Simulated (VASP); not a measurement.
## Nb3C5: relaxation of cell and atoms with PBE

Crystal: Nb3C5.

```
CELL_PARAMETERS angstrom
3.06472 0.00000 0.00000
0.00000 3.06472 0.00000
0.00000 0.00000 9.73016
ATOMIC_POSITIONS crystal
Nb 0.50000 0.50000 0.22222
Nb 0.50000 0.50000 0.77778
Nb 0.00000 0.00000 0.50000
C 0.00000 0.00000 0.13772
C 0.50000 0.50000 0.57313
C 0.50000 0.50000 0.42687
C 0.00000 0.00000 0.86228
C 0.00000 0.00000 0.00000
```

The cell was generated, and may not be a known phase.

```yaml
Program: VASP 6.6.1
Task: relaxation of cell and atoms
Functional: PBE
Potentials_or_basis: VASP PAW PBE potentials, release 64 (Nb_sv, C)
Cutoff: 600 eV
k_mesh: 10 × 10 × 4
Occupations: gaussian, width 0.1 eV
Spin: no spin polarisation
Dipole_correction: no
Further_INCAR_settings: ALGO = Normal; EDIFF = 1e-06; IBRION = 2; EDIFFG = -0.01; NSW = 100; ISIF = 3
```

```json
{
 "Relaxed volume": "11.38 Å³/atom",
 "Relaxed cell": "a = 3.069 Å, b = 3.069 Å, c = 9.668 Å, α = 90.00°, β = 90.00°, γ = 90.00°",
 "Space group after relaxing (to 0.1 Å)": "P4/mmm (No. 123)",
 "Energy gained by relaxing": "1.1 meV/atom",
 "Ionic steps": "9",
 "Pressure after relaxing": "0.0 GPa",
 "Largest force after relaxing": "0.006 eV/Å",
 "Band gap on the k mesh": "zero (an odd number of electrons rules out a gap without spin polarisation)"
}
```

Forces on the atoms (eV/Å):
```
Nb   0.000  0.000 -0.006
Nb   0.000  0.000  0.006
Nb   0.000  0.000  0.000
C    0.000  0.000 -0.005
C    0.000  0.000  0.004
C    0.000  0.000 -0.004
C    0.000  0.000  0.005
C    0.000  0.000  0.000
```

Step by step:
```
step  energy change (eV)  largest force (eV/Å)  pressure (GPa)  volume (Å³)
   1              0.0000                0.3334           -0.26        91.39
   2              0.0001                0.4058           -0.57        91.14
   3             -0.0044                0.1364           -0.43        91.27
   4             -0.0082                0.0579            0.69        90.79
   5             -0.0083                0.0637            0.63        90.82
   6             -0.0084                0.1554           -0.51        91.19
   7             -0.0089                0.0500            0.03        91.01
   8             -0.0089                0.0736           -0.03        91.08
   9             -0.0090                0.0059           -0.02        91.04
```

Final structure:
```xyz
8
Lattice="3.0687 0.0000 0.0000 0.0000 3.0687 0.0000 0.0000 0.0000 9.6678" Properties=species:S:1:pos:R:3 pbc="T T T"
Nb    1.5344    1.5344    2.1310
Nb    1.5344    1.5344    7.5368
Nb    0.0000    0.0000    4.8339
C     0.0000    0.0000    1.3454
C     1.5344    1.5344    5.5439
C     1.5344    1.5344    4.1240
C     0.0000    0.0000    8.3225
C     0.0000    0.0000    0.0000
```

Levels at points of the mesh, in eV from the Fermi level:
```csv
k point,band 26,band 27,band 28,band 29,band 30,band 31,band 32,band 33
"(0.00, 0.00, 0.00)",-2.49,-2.33,-2.33,-1.08,-1.08,0.20,0.79,2.01
"(0.50, 0.00, 0.00)",-3.21,-2.52,-2.39,-0.38,-0.05,0.70,0.98,1.32
"(0.50, 0.50, 0.00)",-3.77,-3.77,0.44,0.85,0.85,2.22,2.31,2.31
"(0.00, 0.00, 0.50)",-2.44,-1.97,-1.97,-1.37,-1.37,0.59,0.79,1.01
"(0.50, 0.00, 0.50)",-3.20,-2.80,-2.17,-0.10,0.39,0.97,1.04,1.34
"(0.50, 0.50, 0.50)",-3.90,-3.90,0.56,1.17,1.17,1.46,1.71,1.71
```

Run time: 28 min on 1 thread of Oxide Virtual Turin-like Processor, with other jobs on the host, peak memory 0.32 GiB.

Caveat: an odd number of electrons without spin polarisation forces a metal; a magnetic or distorted state may lie lower.
